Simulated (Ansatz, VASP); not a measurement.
# AgCl in VASP and in Ansatz

```
Ag Cl
1.0
     1.89553   -5.62972    0.00000
     1.89553    5.62972    0.00000
     0.00000    0.00000    3.97568
Ag Cl
2 2
Direct
  0.60344 0.39656 0.25000
  0.39656 0.60344 0.75000
  0.13455 0.86545 0.75000
  0.86545 0.13455 0.25000
```

Alike in both runs: task single point; functional PBE; k mesh 8 × 8 × 7; occupations fermi-dirac, width 0.05 eV; no spin polarisation.

```csv
,VASP,Ansatz
version,VASP 6.6.1,Ansatz 0.2.0
potentials or method,"VASP PAW PBE potentials, release 64 (Ag, Cl)",Ansatz PAW
plane-wave cutoff (eV),520,420
valence electrons in the cell,36,52
```

Ansatz gave:

| Property | Result |
| --- | --- |
| gap on the k mesh at the Fermi level (eV) | 0.47 |
| least direct gap on the mesh (eV) | 1.88 |
| pressure (GPa) | -0.3 |
| traceless stress, the component that is largest in VASP (GPa) | 0.52 |
| rms of the force components (eV/Å) | 0.017 |

Task: Which values does VASP return?

Result: gap on the k mesh at the Fermi level (eV): 0.47; least direct gap on the mesh (eV): 1.88; pressure (GPa): -0.4; traceless stress, the component that is largest in VASP (GPa): 0.56; rms of the force components (eV/Å): 0.018.

Atom by atom the forces differ by 0.002 eV/Å (rms over components). The functional is the same, so the differences come from potentials, cutoffs and numerics. VASP's potentials hold 36 valence electrons a cell and Ansatz's 52, so a difference there can come from the potentials and not from the codes.

Noted on Ansatz's run: odd divisions of the mesh miss points on the zone boundary, where band edges often lie, so the gap on the mesh can be too wide.
